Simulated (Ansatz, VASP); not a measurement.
ZnS: VASP beside Ansatz

INCAR

```
SYSTEM = ZnS
PREC = Accurate
ENCUT = 520
EDIFF = 1E-6
ISMEAR = 0
SIGMA = 0.022
LREAL = .FALSE.
LASPH = .TRUE.
NELM = 80
ALGO = Normal
ISIF = 2
LWAVE = .FALSE.
LCHARG = .TRUE.
GGA = PE
LELF = .TRUE.
LVHAR = .TRUE.
NBANDS = 16
```

KPOINTS

```
regular mesh
0
G
  9 9 9
  0 0 0
```

Contents of POSCAR:

```
ZnS
1.0
    0.0000000000      2.7020000000      2.7020000000
    2.7020000000      0.0000000000      2.7020000000
    2.7020000000      2.7020000000      0.0000000000
Zn S
1 1
Direct
    0.7500000000      0.7500000000      0.7500000000
    0.0000000000      0.0000000000      0.0000000000
```

The input input.yaml:

```yaml
crystal:
  lattice:
    - [0.0, 2.702, 2.702]
    - [2.702, 0.0, 2.702]
    - [2.702, 2.702, 0.0]
  atoms:
    - { symbol: Zn, position: [0.75, 0.75, 0.75] }
    - { symbol: S, position: [0.0, 0.0, 0.0] }
kpoints:
  mp_grid: { grid: [9, 9, 9] }
scf:
  occupations: { method: gaussian, width: 0.022 }
hamiltonian:
  xc: pbe
  pseudopotentials: { kind: all_electron, lapw: { basis_error: 0.001 } }
output:
  forces: true
  stress: true
  eigenvalues: true
```

Alike in both runs: task single point; functional PBE; k mesh 9 × 9 × 9; occupations gaussian, width 0.022 eV; no spin polarisation.

|  | VASP | Ansatz |
| --- | --- | --- |
| version | VASP 6.6.1 | Ansatz 0.2.0 |
| potentials or method | VASP PAW PBE potentials, release 64 (Zn, S), cutoff 520 eV | all-electron LAPW, scalar-relativistic |

|  | VASP | Ansatz | Ansatz less VASP |
| --- | --- | --- | --- |
| gap on the k mesh at the Fermi level (eV) | 2.11 | 2.11 | -0.002 |
| least direct gap on the mesh (eV) | 2.11 | 2.11 | -0.002 |
| pressure (GPa) | 1.8 | 1.6 | -0.15 |

Ansatz ran all-electron here, and VASP with PAW potentials.
